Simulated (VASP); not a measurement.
Set up this calculation in VASP 6.6.1, as the native input.

| Item | Value |
| --- | --- |
| Task | single point |
| Functional | LDA |
| Potentials or basis | VASP PAW LDA potentials, release 64 (Rb_sv) |
| Cutoff | 520 eV |
| k mesh | 12 × 12 × 6 |
| Occupations | gaussian, width 0.15 eV |
| Spin | no spin polarisation |
| Dipole correction | no |
| Further INCAR settings | ALGO = Fast; EDIFF = 1e-07; NBANDS = 16 |

The structure of Rb lies in POSCAR:

```
Rb
1.0
    4.7065914528      0.0000000000      0.0000000000
   -2.3532957264      4.4065165009      0.0000000000
    0.0000000000      0.0000000000      8.4420579800
Rb
2
Direct
    0.3333333333      0.6666666667      0.2500000000
    0.6666666667      0.3333333333      0.7500000000
```

This cell differs from its parent crystal: strain -0.0750 x Voigt [1, 0, 0, 0, 0, 0].

The input as run:

INCAR

```
SYSTEM = Rb
  ALGO = Fast
  EDIFF = 1E-7
  ENCUT = 520
  ISIF = 2
  ISMEAR = 0
  LASPH = .True.
  LCHARG = .False.
  LREAL = .False.
  LWAVE = .False.
  NBANDS = 16
  NELM = 60
  PREC = Accurate
  SIGMA = 0.15
```

KPOINTS

```
k-points
0
Gamma
  12 12 6
  0 0 0
```

Potentials or basis: VASP PAW LDA potentials, release 64 (Rb_sv).

Command:

```bash
$ cat potpaw_LDA.64/Rb_sv/POTCAR > POTCAR
$ mpirun -np 1 vasp_std > vasp.out
```

It gave:

- Pressure: -0.3 GPa
- Largest force: 0.010 eV/Å
- Band gap on the k mesh: zero (bands 9 and 10 overlap by 2.49 eV)

Caveat: the cell differs from its parent crystal (strain -0.0750 x Voigt [1, 0, 0, 0, 0, 0]).

Wall time 3 min on 1 thread of Intel(R) Xeon(R) 6975P-C (Granite Rapids), on a shared host, peak memory 0.5 GiB.
